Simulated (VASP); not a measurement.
# K4Te (P-43m) in VASP: a series of runs

The runs below take K4Te through single point, relaxation of cell and atoms, with PBE.

Program: VASP 6.6.1. These are calculated values, not measurements. Logs are shortened: lines on timing, memory, paths and dates and some standing lists are left out, and cuts for length are marked.

## 1. The cell of the first run

It takes space group P-43m (No. 215, cubic). Conventional cell: a = 7.096 Å, b = 7.096 Å, c = 7.096 Å, α = 90.00°, β = 90.00°, γ = 90.00°. Within 4.3 Å of K (site symmetry 3m) lie 1 Te at 3.29 Å. Te (site symmetry -43m) has 4 K at 3.29 Å within 4.3 Å.

## 2. Single point, PBE

INCAR reads:

```
SYSTEM = K4Te
PREC = Accurate
ENCUT = 520
EDIFF = 1E-6
ISMEAR = 0
SIGMA = 0.1
LREAL = .FALSE.
LASPH = .TRUE.
NELM = 100
ALGO = Normal
ISIF = 2
LWAVE = .FALSE.
LCHARG = .FALSE.
GGA = PE
NBANDS = 29
```

KPOINTS reads:

```
Automatic mesh
0
G
  6 6 6
  0 0 0
```

POSCAR reads:

```
K4Te
1.0
    7.0956649093      0.0000000000      0.0000000000
    0.0000000000      7.0956649093      0.0000000000
    0.0000000000      0.0000000000      7.0956649093
K Te
4 1
Direct
    0.2674557168      0.7325442832      0.7325442832
    0.7325442832      0.2674557168      0.7325442832
    0.7325442832      0.7325442832      0.2674557168
    0.2674557168      0.2674557168      0.2674557168
    0.0000000000      0.0000000000      0.0000000000
```

Potentials or basis: VASP PAW PBE potentials, release 64 (K_sv, Te).

Launch:

```
$ cat potpaw_PBE.64/K_sv/POTCAR potpaw_PBE.64/Te/POTCAR > POTCAR
$ mpirun -np 1 vasp_std > vasp.out
```

OUTCAR:

```text
SYSTEM = K4Te
   PREC = Accurate
   ENCUT = 520
   EDIFF = 1E-6
   ISMEAR = 0
   LREAL = .FALSE.
   LASPH = .TRUE.
   NELM = 100
   ISIF = 2
   GGA = PE

 ion  position               nearest neighbor table
   1  0.267  0.733  0.733-   5 3.29
   2  0.733  0.267  0.733-   5 3.29
   3  0.733  0.733  0.267-   5 3.29
   4  0.267  0.267  0.267-   5 3.29
   5  0.000  0.000  0.000-   1 3.29   2 3.29   3 3.29   4 3.29

  LATTYP: Found a simple cubic cell.
 ALAT       =     7.0956649093

  Lattice vectors:

 A1 = (   7.0956649093,   0.0000000000,   0.0000000000)
 A2 = (   0.0000000000,   7.0956649093,   0.0000000000)
 A3 = (   0.0000000000,   0.0000000000,   7.0956649093)

Analysis of symmetry for initial positions (statically):
=====================================================================
 Subroutine PRICEL returns:
 Original cell was already a primitive cell.

 Routine SETGRP: Setting up the symmetry group for a
 simple cubic supercell.

 Subroutine GETGRP returns: Found 24 space group operations
 (whereof 24 operations were pure point group operations)
 out of a pool of 48 trial point group operations.

The static configuration has the point symmetry T_d .

Analysis of symmetry for dynamics (positions and initial velocities):
=====================================================================
 Subroutine PRICEL returns:
 Original cell was already a primitive cell.

 Routine SETGRP: Setting up the symmetry group for a
 simple cubic supercell.

 Subroutine GETGRP returns: Found 24 space group operations
 (whereof 24 operations were pure point group operations)
 out of a pool of 48 trial point group operations.

The dynamic configuration has the point symmetry T_d .

 Subroutine INISYM returns: Found 24 space group operations
 (whereof 24 operations are pure point group operations),
 and found     1 'primitive' translations

----------------------------------------------------------------------------------------

                                     Primitive cell

  volume of cell :     357.2558

  direct lattice vectors                    reciprocal lattice vectors
     7.095664909  0.000000000  0.000000000     0.140931120  0.000000000  0.000000000
     0.000000000  7.095664909  0.000000000     0.000000000  0.140931120  0.000000000
     0.000000000  0.000000000  7.095664909     0.000000000  0.000000000  0.140931120

  length of vectors
     7.095664909  7.095664909  7.095664909     0.140931120  0.140931120  0.140931120

  position of ions in fractional coordinates (direct lattice)
     0.267455717  0.732544283  0.732544283
     0.732544283  0.267455717  0.732544283
     0.732544283  0.732544283  0.267455717
     0.267455717  0.267455717  0.267455717
     0.000000000  0.000000000  0.000000000

  ion indices of the primitive-cell ions
   primitive index   ion index
                 1           1
                 2           2
                 3           3
                 4           4
                 5           5

----------------------------------------------------------------------------------------

 KPOINTS: Automatic mesh

Automatic generation of k-mesh.
 Grid dimensions read from file:
 generate k-points for:    6    6    6

 Generating k-lattice:

  Cartesian coordinates                     Fractional coordinates (reciprocal lattice)
     0.023488520  0.000000000  0.000000000     0.166666667  0.000000000  0.000000000
     0.000000000  0.023488520  0.000000000     0.000000000  0.166666667  0.000000000
     0.000000000  0.000000000  0.023488520     0.000000000  0.000000000  0.166666667

  Length of vectors
     0.023488520  0.023488520  0.023488520

  Shift w.r.t. Gamma in fractional coordinates (k-lattice)
     0.000000000  0.000000000  0.000000000

 Subroutine IBZKPT returns following result:
 ===========================================

 Found     20 irreducible k-points:

 Following reciprocal coordinates:
            Coordinates               Weight
  0.000000  0.000000  0.000000      1.000000
  0.166667  0.000000  0.000000      6.000000
  0.333333  0.000000  0.000000      6.000000
  0.500000  0.000000  0.000000      3.000000
  0.166667  0.166667  0.000000     12.000000
  0.333333  0.166667  0.000000     24.000000
[... 12 lines left out ...]
  0.500000  0.500000  0.333333      6.000000
  0.500000  0.500000  0.500000      1.000000
   k-points           NKPTS =     20   k-points in BZ     NKDIM =     20   number of bands    NBANDS=     29
   number of dos      NEDOS =    301   number of ions     NIONS =      5
   total plane-waves  NPLWV = 157464
   dimension x,y,z NGX =    54 NGY =   54 NGZ =   54
   dimension x,y,z NGXF=   108 NGYF=  108 NGZF=  108
   ions per type =               4   1
   NGX,Y,Z   is equivalent  to a cutoff of  12.65, 12.65, 12.65 a.u.
   NGXF,Y,Z  is equivalent  to a cutoff of  25.30, 25.30, 25.30 a.u.
 SYSTEM =  K4Te
   PREC   = accura    normal or accurate (medium, high low for compatibility)
   ISTART =      0    job   : 0-new  1-cont  2-samecut
   ICHARG =      2    charge: 1-file 2-atom 10-const
   ISPIN  =      1    spin polarized calculation?
   LNONCOLLINEAR =      F non collinear calculations
   LSORBIT =      F    spin-orbit coupling
   LASPH  =      T    aspherical Exc in radial PAW
   ENCUT  =  520.0 eV  38.22 Ry    6.18 a.u.  13.19 13.19 13.19*2*pi/ulx,y,z
   NELM   =    100;   NELMIN=  2; NELMDL= -5     # of ELM steps
   EDIFF  = 0.1E-05   stopping-criterion for ELM
   LREAL  =      F    real-space projection
   EDIFFG = 0.1E-04   stopping-criterion for IOM
   NSW    =      0    number of steps for IOM
   IBRION =     -1    ionic relax: 0-MD 1-quasi-New 2-CG
   NFREE  =      0    steps in history (QN), initial steepest desc. (CG)
   ISIF   =      2    stress and relaxation
   ISYM   =      2    0-nonsym 1-usesym 2-fastsym
   POTIM  = 0.5000    time-step for ionic-motion
   TEBEG  =    0.0;   TEEND  =   0.0 temperature during run
   PSTRESS=    0.0 pullay stress
   NELECT =      42.0000    total number of electrons
   NUPDOWN=      -1.0000    fix difference up-down
   EMIN   =  10.00;   EMAX   =-10.00  energy-range for DOS
   EFERMI =   0.00;   METHOD = LEGACY
   ISMEAR =     0;   SIGMA  =   0.10  broadening in eV -4-tet -1-fermi 0-gaus
   EFERMI_NEDOS =   21; number of points for ismear=-14 and -15
   IALGO  =     38    algorithm
   IMIX   =      4    mixing-type and parameters
     AMIX     =   0.40;   BMIX     =  1.00
     AMIX_MAG =   1.60;   BMIX_MAG =  1.00
  volume/ion in A,a.u.               =      71.45       482.18
  Fermi-wavevector in a.u.,A,eV,Ry     =   0.801982  1.515527  8.750937  0.643176
  Thomas-Fermi vector in A             =   1.909573
   LORBIT       =      0    0 simple, 1 ext, 2 COOP (PROOUT), +10 PAW based schemes
   GGA     = PE    functional components
   LHFCALC =     F    Hartree Fock is set to
   AEXX    =    0.0000 exact exchange contribution
   IVDW    =     0    specifies the selected vdW correction
   LEPSILON=     F    determine dielectric tensor
   LRPA    =     F    only Hartree local field effects (RPA)
 non-spin polarized calculation
 Gauss-broadening in eV      SIGMA  =   0.10
  energy-cutoff  :      520.00
  volume of cell :      357.26
 maximum number of plane-waves:      9771
 NGX is ok and might be reduce to    54
   NGX = 27   NGY = 27   NGZ = 27

 number of electron      41.9999990 magnetization

 Free energy of the ion-electron system (eV)
  ---------------------------------------------------
  ext. energy  EPLUGINS =         0.00000000
  ---------------------------------------------------
  free energy    TOTEN  =        -9.23500273 eV

  energy without entropy =       -9.22812680  energy(sigma->0) =       -9.23156476

 E-fermi :   0.0608     XC(G=0):  -5.5659

 val. band max:       -0.0138193589   @ k =   0.5000   0.3333   0.3333
 cond. band min:       0.0854655552   @ k =   0.5000   0.5000   0.3333
 fundamental gap:      0.0992849141
 Fermi energy:         0.0608477339

 k-point     1 :       0.0000    0.0000    0.0000
  band No.  band energies     occupation
      1     -31.8284      2.00000
      2     -31.8258      2.00000
      3     -31.8258      2.00000
      4     -31.8258      2.00000
      5     -15.3725      2.00000
      6     -15.3725      2.00000
[... 21 lines left out ...]
     28       2.6437      0.00000
     29       2.6437      0.00000

 k-point     2 :       0.1667    0.0000    0.0000
  band No.  band energies     occupation
      1     -31.8283      2.00000
      2     -31.8260      2.00000
      3     -31.8258      2.00000
      4     -31.8258      2.00000
      5     -15.3714      2.00000
      6     -15.3708      2.00000
[... 21 lines left out ...]
     28       2.5135      0.00000
     29       2.7496      0.00000

 k-point     3 :       0.3333    0.0000    0.0000
  band No.  band energies     occupation
      1     -31.8280      2.00000
      2     -31.8263      2.00000
      3     -31.8258      2.00000
      4     -31.8258      2.00000
      5     -15.3686      2.00000
      6     -15.3663      2.00000
[... 21 lines left out ...]
     28       2.8753      0.00000
     29       2.9394      0.00000

 k-point     4 :       0.5000    0.0000    0.0000
  band No.  band energies     occupation
      1     -31.8277      2.00000
      2     -31.8266      2.00000
      3     -31.8258      2.00000
      4     -31.8258      2.00000
      5     -15.3666      2.00000
      6     -15.3605      2.00000
[... 469 lines left out ...]
     28       3.4335      0.00000
     29       3.6941      0.00000

 k-point    19 :       0.5000    0.5000    0.3333
  band No.  band energies     occupation
      1     -31.8271      2.00000
      2     -31.8263      2.00000
      3     -31.8263      2.00000
      4     -31.8262      2.00000
      5     -15.3708      2.00000
      6     -15.3708      2.00000
[... 21 lines left out ...]
     28       3.6083      0.00000
     29       3.9431      0.00000

 k-point    20 :       0.5000    0.5000    0.5000
  band No.  band energies     occupation
      1     -31.8271      2.00000
      2     -31.8263      2.00000
      3     -31.8263      2.00000
      4     -31.8263      2.00000
      5     -15.3721      2.00000
      6     -15.3721      2.00000
[... 21 lines left out ...]
     28       3.8964      0.00000
     29       3.9171      0.00000

------------------------ aborting loop because EDIFF is reached ----------------------------------------

  FORCE on cell =-STRESS in cart. coord.  units (eV):
  Direction    XX          YY          ZZ          XY          YZ          ZX
  --------------------------------------------------------------------------------------
  -------------------------------------------------------------------------------------
  Total        0.0288481      0.0288481      0.0288481      0.0000000     -0.0000000     -0.0000000
  in kB        0.1293742      0.1293742      0.1293742      0.0000000     -0.0000000     -0.0000000
  external PRESSURE =       0.1293742 kB  Pullay stress =       0.0000000 kB

 VOLUME and BASIS-vectors are now :
 -----------------------------------------------------------------------------
  energy-cutoff  :      520.00
  volume of cell :      357.26
      direct lattice vectors                 reciprocal lattice vectors
     7.095664909  0.000000000  0.000000000     0.140931120  0.000000000  0.000000000
     0.000000000  7.095664909  0.000000000     0.000000000  0.140931120  0.000000000
     0.000000000  0.000000000  7.095664909     0.000000000  0.000000000  0.140931120

 POSITION                                       TOTAL-FORCE (eV/Angst)
 -----------------------------------------------------------------------------------
      1.89778      5.19789      5.19789         0.004926     -0.004926     -0.004926
      5.19789      1.89778      5.19789        -0.004926      0.004926     -0.004926
      5.19789      5.19789      1.89778        -0.004926     -0.004926      0.004926
      1.89778      1.89778      1.89778         0.004926      0.004926      0.004926
      0.00000      0.00000      0.00000        -0.000000      0.000000     -0.000000
 -----------------------------------------------------------------------------------
    total drift:                               -0.000000     -0.000000     -0.000000

  FREE ENERGIE OF THE ION-ELECTRON SYSTEM (eV)
  ---------------------------------------------------
  free  energy   TOTEN  =        -9.2350027278 eV

  energy  without entropy=       -9.2281267986  energy(sigma->0) =       -9.23156476
```

Wall time 2.5 min (1 thread of Intel Xeon Platinum 8488C (Sapphire Rapids), shared host); peak memory 0.49 GiB.

Results:

* Free energy: -9.2350 eV
* Pressure: 0.0 GPa
* Largest force: 0.009 eV/Å
* Band gap on the k mesh: zero (band 21 reaches 0.39 eV, above the bottom of band 22 at -0.06 eV)

Forces on the atoms (eV/Å):
```
K    0.005 -0.005 -0.005
K   -0.005  0.005 -0.005
K   -0.005 -0.005  0.005
K    0.005  0.005  0.005
Te   0.000  0.000  0.000
```

Levels at points of the mesh, in eV from the Fermi level:
| k point | band 17 | band 18 | band 19 | band 20 | band 21 | band 22 | band 23 | band 24 | band 25 | band 26 |
| --- | --- | --- | --- | --- | --- | --- | --- | --- | --- | --- |
| (0.00, 0.00, 0.00) | -9.82 | -1.58 | -1.58 | -1.58 | -1.27 | 1.46 | 1.46 | 1.86 | 1.86 | 1.86 |
| (0.50, 0.00, 0.00) | -9.82 | -1.97 | -1.53 | -1.53 | -0.17 | -0.12 | 1.72 | 1.86 | 1.86 | 2.02 |
| (0.50, 0.50, 0.00) | -9.82 | -1.77 | -1.77 | -1.52 | -0.30 | 0.68 | 0.68 | 1.17 | 2.09 | 2.46 |
| (0.50, 0.50, 0.50) | -9.81 | -1.70 | -1.70 | -1.70 | 0.33 | 0.53 | 0.53 | 0.53 | 2.02 | 2.02 |

Caveat: spin-orbit coupling is left out, which moves the levels of the heavy elements.

(Continued in part 2 of 2.)
